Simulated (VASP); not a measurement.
Write the native input for VASP 6.6.1 that does the following.

* Task: single point
* Functional: PBE
* Potentials or basis: VASP PAW PBE potentials, release 64 (Ga_d, N)
* Cutoff: 520 eV
* k mesh: 10 × 10 × 10
* Occupations: fermi-dirac, width 0.02 eV
* Spin: no spin polarisation
* Dipole correction: no
* Further INCAR settings: ALGO = Normal; EDIFF = 1e-07; NBANDS = 16

The structure of GaN lies in POSCAR:

```
GaN
1.0
   -0.0633654888      2.2530556285      2.2530556285
    2.2530556285     -0.0633654888      2.2530556285
    2.2530556285      2.2530556285     -0.0633654888
Ga N
1 1
Direct
   -0.0018114739     -0.0018114739     -0.0018114739
    0.2518114739      0.2518114739      0.2518114739
```

This cell differs from its parent crystal: epitaxial 111 strain +3.0%.

The input as run:

INCAR

```
PREC = Accurate ; ENCUT = 520
EDIFF = 1E-7 ; ISMEAR = -1
SIGMA = 0.02 ; LREAL = F
LASPH = T ; NELM = 60
ALGO = Normal ; ISIF = 2
LWAVE = F ; LCHARG = T
GGA = PE ; LELF = T
LVHAR = T ; NBANDS = 16
```

KPOINTS

```
Automatic mesh
0
Gamma
  10 10 10
```

Potentials or basis: VASP PAW PBE potentials, release 64 (Ga_d, N).

Launch:

```console
$ cat potpaw_PBE.64/Ga_d/POTCAR potpaw_PBE.64/N/POTCAR > POTCAR
$ mpirun -np 1 vasp_std > vasp.out
```

Results of the run:

```json
{"Pressure": "-2.0 GPa", "Largest force": "0.029 eV/Å", "Band gap on the k mesh": "1.27 eV, direct"}
```

Caveat: the cell differs from its parent crystal (epitaxial 111 strain +3.0%).

It took 44 s on 1 thread of AMD EPYC 7R13 Processor (Zen 3) (shared host), peak memory 0.13 GiB.
